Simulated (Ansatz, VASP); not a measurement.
Two plane-wave programs on AsPb4

```xyz
5
Lattice="5.5220 0.0000 0.0000 -2.7610 4.7822 0.0000 0.0000 0.0000 8.9425" Properties=species:S:1:pos:R:3 pbc="T T T"
As    0.0000    0.0000    0.0000
Pb    0.0000    3.1881    0.0000
Pb    2.7610    1.5941    0.0000
Pb    0.0000    0.0000    2.7021
Pb    0.0000    0.0000    6.2404
```

Alike in both runs: functional PBE; k mesh 6 × 6 × 2; occupations gaussian, width 0.1 eV; no spin polarisation.

Ansatz relaxed the structure, and its values are those at the end. VASP's run is a single point on that final structure, the one shown.

|  | VASP | Ansatz |
| --- | --- | --- |
| version | VASP 6.6.1 | Ansatz 0.2.0 |
| potentials or method | VASP PAW PBE potentials, release 64 (As, Pb_d), cutoff 520 eV | scalar-relativistic, plane waves, PAW |
| valence electrons in the cell | 61 | 71 |

|  | VASP | Ansatz | Ansatz less VASP |
| --- | --- | --- | --- |
| gap on the k mesh at the Fermi level (eV) | none | none | - |
| pressure (GPa) | 0.0 | 0.0 | +0.03 |

A gap of «none» marks a metal or a gap that the smearing closes. VASP's potentials hold 61 valence electrons a cell and Ansatz's 71, so a difference there can come from the potentials and not from the codes.

Spin-orbit coupling is off throughout.
